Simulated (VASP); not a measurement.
A run of VASP 6.6.1 is set up as follows.

INCAR

```
SYSTEM = AlN
PREC = Accurate
ENCUT = 600
EDIFF = 1E-6
ISMEAR = -1
SIGMA = 0.05
LREAL = .FALSE.
LASPH = .TRUE.
NELM = 120
ALGO = Normal
ISIF = 2
LWAVE = .FALSE.
LCHARG = .TRUE.
GGA = RE
LELF = .TRUE.
LVHAR = .TRUE.
NBANDS = 16
GGA_COMPAT = .FALSE.
```

File KPOINTS:

```
regular mesh
0
G
  7 7 4
  0 0 0
```

File POSCAR:

```
AlN
1.0
    3.1778727488      0.0000000000      0.0000000000
   -1.5889363744      2.7521184468      0.0000000000
    0.0000000000      0.0000000000      4.7797125320
Al N
2 2
Direct
    0.3333333333      0.6666666667      0.0000000000
    0.6666666667      0.3333333333      0.5000000000
    0.3333333333      0.6666666667      0.3800000000
    0.6666666667      0.3333333333      0.8800000000
```

Potentials or basis: VASP PAW PBE potentials, release 64 (Al, N).

Run with:

```sh
$ cat potpaw_PBE.64/Al/POTCAR potpaw_PBE.64/N/POTCAR > POTCAR
$ mpirun -np 1 vasp_std > vasp.out
```

(1) Estimate the pressure.

(2) Estimate the largest force.

(3) Estimate the band gap on the k mesh.

Answers

(1) 6.6 GPa.

(2) 1.144 eV/Å.

(3) 4.09 eV, direct.

Caveat: the PAW data sets were made with another functional, which shifts forces and pressure a little.
